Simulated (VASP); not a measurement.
Write the native input for VASP 6.6.1 that does the following.

```yaml
Task: single point
Functional: HSE06
Potentials_or_basis: VASP PAW PBE potentials, release 64 (Ca_sv)
Cutoff: 520 eV
k_mesh: 6 × 6 × 6
Occupations: gaussian, width 0.05 eV
Spin: no spin polarisation
Dipole_correction: no
Grid_for_exact_exchange_PRECFOCK: Normal
Further_INCAR_settings: ALGO = Normal; EDIFF = 1e-07; NBANDS = 11
Share_of_exact_exchange: 0.25
Screening_parameter: 0.2079 1/Å
```

Ca:

```
CELL_PARAMETERS angstrom
0.00000 2.78218 2.78218
2.78218 0.00000 2.78218
2.78218 2.78218 0.00000
ATOMIC_POSITIONS crystal
Ca 0.00000 0.00000 0.00000
```

These files were run (other wordings do the same):

POSCAR

```
Ca
1.0
    0.0000000000      2.7821816267      2.7821816267
    2.7821816267      0.0000000000      2.7821816267
    2.7821816267      2.7821816267      0.0000000000
Ca
1
Direct
    0.0000000000      0.0000000000      0.0000000000
```

INCAR.step1

```
SYSTEM = Ca
PREC = Accurate
ENCUT = 520
EDIFF = 1E-5
ISMEAR = 0
SIGMA = 0.05
LREAL = .False.
LASPH = .True.
NELM = 60
ALGO = Normal
ISIF = 2
LWAVE = .True.
LCHARG = .False.
GGA = PE
NBANDS = 11
```

INCAR.step2

```
SYSTEM = Ca
PREC = Accurate
ENCUT = 520
EDIFF = 1E-7
ISMEAR = 0
SIGMA = 0.05
LREAL = .False.
LASPH = .True.
NELM = 60
ALGO = Normal
ISIF = 2
LWAVE = .False.
LCHARG = .False.
GGA = PE
LHFCALC = .True.
HFSCREEN = 0.2079
PRECFOCK = Normal
ISTART = 1
NBANDS = 11
```

KPOINTS

```
regular mesh
0
Gamma
  6 6 6
  0 0 0
```

Potentials or basis: VASP PAW PBE potentials, release 64 (Ca_sv).

Launch:

```sh
$ cat potpaw_PBE.64/Ca_sv/POTCAR > POTCAR
$ cp INCAR.step1 INCAR
$ mpirun -np 1 vasp_std > vasp.out
$ cp INCAR.step2 INCAR
$ mpirun -np 1 vasp_std > vasp.out
```

It gave:

```
Pressure               : 0.0 GPa
Band gap on the k mesh : zero (bands 5 and 6 overlap by 0.50 eV)
```

Caveat: the PAW data sets were made with another functional, which shifts forces and pressure a little.

Wall time 7.5 min on 1 thread of Intel(R) Xeon(R) 6975P-C (Granite Rapids), on a shared host, peak memory 0.28 GiB.
